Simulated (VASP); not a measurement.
A run of VASP 6.6.1 is set up as follows.

File INCAR:

```
SYSTEM = MoS2
ALGO     = Normal         ! electronic algorithm
EDIFF    = 1E-6           ! SCF threshold, eV
ENCUT    = 500            ! plane-wave cutoff, eV
GGA      = PE             ! functional
GGA_COMPAT= .False.      
ISIF     = 2              ! what is computed and relaxed
ISMEAR   = 0              ! smearing method
IVDW     = 12             ! dispersion correction
LASPH    = .True.         ! aspherical terms in the spheres
LCHARG   = .False.        ! write CHGCAR
LREAL    = .False.        ! projectors in reciprocal space
LWAVE    = .False.        ! write WAVECAR
NBANDS   = 20             ! bands
NELM     = 120            ! most SCF steps
PREC     = Accurate       ! precision mode
SIGMA    = 0.05           ! smearing width, eV
```

KPOINTS

```
k-points
0
Gamma
  12 12 4
  0 0 0
```

File POSCAR:

```
MoS2
1.0
    3.0696848962      0.0000000000      0.0000000000
   -1.5348424481      2.6584251017      0.0000000000
    0.0000000000      0.0000000000      6.9945840045
Mo S
1 2
Direct
    0.0000000000      0.0000000000      0.0000000000
    0.3333333333      0.6666666667      0.2232580192
    0.3333333333      0.6666666667      0.7767419808
```

Potentials or basis: VASP PAW PBE potentials, release 64 (Mo_sv, S).

Run with:

```sh
$ cat potpaw_PBE.64/Mo_sv/POTCAR potpaw_PBE.64/S/POTCAR > POTCAR
$ mpirun -np 1 vasp_std > vasp.out
```

(1) Predict the pressure.

(2) Predict the band gap on the k mesh.

(3) Estimate the dispersion energy per atom.

## Answers

(1) 7.6 GPa.

(2) 1.61 eV, indirect (least direct gap 2.04 eV).

(3) -0.402 eV.
